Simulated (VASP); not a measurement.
**CdS (zincblende type): single point with PBEsol**

The system is CdS (zincblende type).

```xyz
2
Lattice="0.0000 2.8324 2.8324 2.8324 0.0000 2.8324 2.8324 2.8324 0.0000" Properties=species:S:1:pos:R:3 pbc="T T T"
Cd    0.0000    0.0000    0.0000
S     1.4162    1.4162    1.4162
```

This cell differs from its parent crystal: volume scaled by 0.92.

| Item | Value |
| --- | --- |
| Program | VASP 6.6.1 |
| Task | single point |
| Functional | PBEsol |
| Potentials or basis | VASP PAW PBE potentials, release 64 (Cd, S) |
| Cutoff | 520 eV |
| k mesh | 11 × 11 × 11 |
| Occupations | fermi-dirac, width 0.08 eV |
| Spin | no spin polarisation |

The pressure is 6.8 GPa and the band gap on the k mesh is 1.19 eV, direct.

Levels at points of the mesh, in eV from the valence-band top:
| k point | band 5 | band 6 | band 7 | band 8 | band 9 | band 10 | band 11 | band 12 | band 13 | band 14 |
| --- | --- | --- | --- | --- | --- | --- | --- | --- | --- | --- |
| (0.00, 0.00, 0.00) | -7.49 | -7.49 | 0.00 | 0.00 | 0.00 | 1.19 | 6.40 | 6.40 | 6.40 | 11.57 |

Run time: 68 s on 1 thread of Intel Xeon 8259CL (shared host), peak memory 0.19 GiB.

Caveat: the PAW data sets were made with another functional, which shifts forces and pressure a little.
